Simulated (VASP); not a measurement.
LiH, 4 atoms in the cell. Symmetry: P6_3/mmc, No. 194, hexagonal system. The conventional cell has a = 3.143 Å, b = 3.143 Å, c = 3.928 Å, α = 90.00°, β = 90.00°, γ = 120.00°. Within 2.4 Å of Li (site symmetry -6m2) lie 5 H at 1.81 to 1.96 Å. H (site symmetry -6m2) has 5 Li at 1.81 to 1.96 Å within 2.4 Å.  This cell differs from its parent crystal: volume changed by -10%.

```yaml
Program: VASP 6.6.1
Task: single point
Functional: PBE
Potentials_or_basis: VASP PAW PBE potentials, release 64 (Li_sv, H)
Cutoff: 520 eV
k_mesh: 6 × 6 × 4
Occupations: gaussian, width 0.01 eV
Spin: no spin polarisation
Dipole_correction: no
Further_INCAR_settings: ALGO = Normal; EDIFF = 1e-07; NBANDS = 12
```

Potentials or basis: VASP PAW PBE potentials, release 64 (Li_sv, H).

Launch:

```console
$ cat potpaw_PBE.64/Li_sv/POTCAR potpaw_PBE.64/H/POTCAR > POTCAR
$ mpirun -np 1 vasp_std > vasp.out
```

Hardware: 1 thread of Intel(R) Xeon(R) 6975P-C (Granite Rapids) (shared host).

**Question.** How long does it take, and how much memory?

**Answer.** Wall time 4.7 s on 1 thread of Intel(R) Xeon(R) 6975P-C (Granite Rapids), with other jobs on the host, peak memory 0.13 GiB. Counts: scf iterations 13, k points 21.
